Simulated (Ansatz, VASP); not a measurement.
NbInS4: VASP beside Ansatz

INCAR

```
SYSTEM = NbInS4
PREC = Accurate
ENCUT = 600
EDIFF = 1E-6
ISMEAR = 0
SIGMA = 0.1
LREAL = .FALSE.
LASPH = .TRUE.
NELM = 100
ALGO = Normal
ISIF = 3
LWAVE = .FALSE.
LCHARG = .FALSE.
GGA = PE
IBRION = 2
NSW = 90
EDIFFG = -0.04
```

KPOINTS

```
regular mesh
0
G
  6 6 4
  0 0 0
```

Contents of POSCAR:

```
NbInS4
1.0
    4.5722760818      0.0000000000      0.0000000000
   -2.2861380409      3.9597072399      0.0000000000
    0.0000000000      0.0000000000      5.9147147187
Nb In S
1 1 4
Direct
    0.0000000000      0.0000000000      0.0000000000
    0.0000000000      0.0000000000      0.5000000000
    0.3333333333      0.6666666667      0.2045367399
    0.6666666667      0.3333333333      0.2045367399
    0.6666666667      0.3333333333      0.7954632601
    0.3333333333      0.6666666667      0.7954632601
```

Input for Ansatz:

```yaml
crystal:
  lattice:
    - [4.5722760818, 0.0, 0.0]
    - [-2.2861380409, 3.9597072399, 0.0]
    - [0.0, 0.0, 5.9147147187]
  atoms:
    - { symbol: Nb, position: [0.0, 0.0, 0.0] }
    - { symbol: In, position: [0.0, 0.0, 0.5] }
    - { symbol: S, position: [0.3333333333, 0.6666666667, 0.2045367399] }
    - { symbol: S, position: [0.6666666667, 0.3333333333, 0.2045367399] }
    - { symbol: S, position: [0.6666666667, 0.3333333333, 0.7954632601] }
    - { symbol: S, position: [0.3333333333, 0.6666666667, 0.7954632601] }
basis:
  ecutwfc: 420
kpoints:
  mp_grid: { grid: [6, 6, 4] }
hamiltonian:
  xc: pbe
scf:
  occupations: { method: gaussian, width: 0.1 }
  lower_state_search: "off"
output:
  forces: true
  stress: true
  eigenvalues: true
relax:
  adjacent_minimum: "off"
  f_tol: 0.04
  max_steps: 70
  cell: { stress_tol: 0.4 }
```

Alike in both runs: task relaxation of cell and atoms; functional PBE; k mesh 6 × 6 × 4; occupations gaussian, width 0.1 eV; no spin polarisation.

```csv
,VASP,Ansatz
version,VASP 6.6.1,Ansatz 0.2.0
potentials or method,"VASP PAW PBE potentials, release 64 (Nb_sv, In_d, S), cutoff 600 eV","scalar-relativistic, plane waves, PAW"
valence electrons in the cell,50,50
```

VASP gave:

| Property | Result |
| --- | --- |
| gap on the k mesh at the Fermi level, each at its own relaxed structure (eV) | none |
| relaxed volume (Å³/atom) | 18.15 |
| relaxed length of the cell vector where the two differ most in proportion (Å) | 6.214 |

Q: What did Ansatz give for the same quantities?

A: gap on the k mesh at the Fermi level, each at its own relaxed structure (eV): none; relaxed volume (Å³/atom): 18.26; relaxed length of the cell vector where the two differ most in proportion (Å): 6.255.

A gap of «none» marks a metal or a gap that the smearing closes.
